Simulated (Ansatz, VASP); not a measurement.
**AgOsSe2: VASP beside Ansatz**

The input INCAR:

```
PREC = Accurate
ENCUT = 520
EDIFF = 1E-7
ISMEAR = 0
SIGMA = 0.05
LREAL = F
LASPH = T
NELM = 150
ALGO = Normal
ISIF = 2
LWAVE = F
LCHARG = T
ISPIN = 2
MAGMOM = 0 5 0 0
LORBIT = 11
LMAXMIX = 4
LDAU = T
LDAUTYPE = 2
LDAUL = -1 2 -1
LDAUU = 0 1 0
LDAUJ = 0 0 0
LDAUPRINT = 1
GGA = PE
LELF = T
LVHAR = T
NBANDS = 28
```

File KPOINTS:

```
Automatic mesh
0
Gamma
  6 6 6
```

The input POSCAR:

```
AgOsSe2
1.0
    1.9409811400      1.1206259800      7.0465022100
   -1.9409811400      1.1206259800      7.0465022100
    0.0000000000     -2.2412519700      7.0465022100
Ag Os Se
1 1 2
Direct
    0.5000000000      0.5000000000      0.5000000000
    0.0000000000      0.0000000000      0.0000000000
    0.2667000000      0.2667000000      0.2667000000
    0.7333000000      0.7333000000      0.7333000000
```

Input for Ansatz:

```yaml
crystal:
  lattice:
    - [1.94098114, 1.12062598, 7.04650221]
    - [-1.94098114, 1.12062598, 7.04650221]
    - [0.0, -2.24125197, 7.04650221]
  atoms:
    - { symbol: Ag, position: [0.5, 0.5, 0.5] }
    - { symbol: Os, position: [0.0, 0.0, 0.0], spin: 5.0 }
    - { symbol: Se, position: [0.2667, 0.2667, 0.2667] }
    - { symbol: Se, position: [0.7333, 0.7333, 0.7333] }
basis:
  ecutwfc: 420
  ecutrho_ratio: 4
kpoints:
  mp_grid: { grid: [6, 6, 6] }
hamiltonian:
  xc: pbe
  hubbard: { sites: [{ site: 1, l: d, u_eff: 1.0 }] }
scf:
  occupations: { method: gaussian, width: 0.05 }
  lower_state_search: "off"
  max_iter: 150
output:
  forces: true
  stress: true
  eigenvalues: true
  populations: true
  hubbard: { sites: [{ site: 1, l: d }] }
magnetization:
  spin_polarized: true
```

Alike in both runs: task single point; functional PBE; k mesh 6 × 6 × 6; occupations gaussian, width 0.05 eV; collinear spin; Hubbard terms Os d U = 1.0 eV.

|  | VASP | Ansatz |
| --- | --- | --- |
| version | VASP 6.6.1 | Ansatz 0.2.0 |
| potentials or method | VASP PAW PBE potentials, release 64 (Ag, Os, Se), cutoff 520 eV | scalar-relativistic, plane waves, PAW |
| valence electrons in the cell | 31 | 67 |

VASP gave:

```
gap on the k mesh at the Fermi level (eV)                     : none
pressure (GPa)                                                : -9.9
traceless stress, the component that is largest in VASP (GPa) : 1.53
rms of the force components (eV/Å)                            : 0.398
net moment per atom (μB)                                      : 0.25
size of the moment on the site where the two differ most (μB) : 0.89
```

**Question.** Estimate Ansatz's values.

**Answer.** gap on the k mesh at the Fermi level (eV): none; pressure (GPa): -10.0; traceless stress, the component that is largest in VASP (GPa): 1.52; rms of the force components (eV/Å): 0.409; net moment per atom (μB): 0.25; size of the moment on the site where the two differ most (μB): 0.70.

Site moments also hang on the region over which each program counts them. The programs project onto different local orbitals, so the same U acts differently, and such runs can settle in different states. Atom by atom the forces differ by 0.011 eV/Å (rms over components). A gap of «none» marks a metal or a gap that the smearing closes. VASP's potentials hold 31 valence electrons a cell and Ansatz's 67, so a difference there can come from the potentials and not from the codes. Ansatz's warnings: filled band counts differ across k points.

Spin-orbit coupling is off throughout.
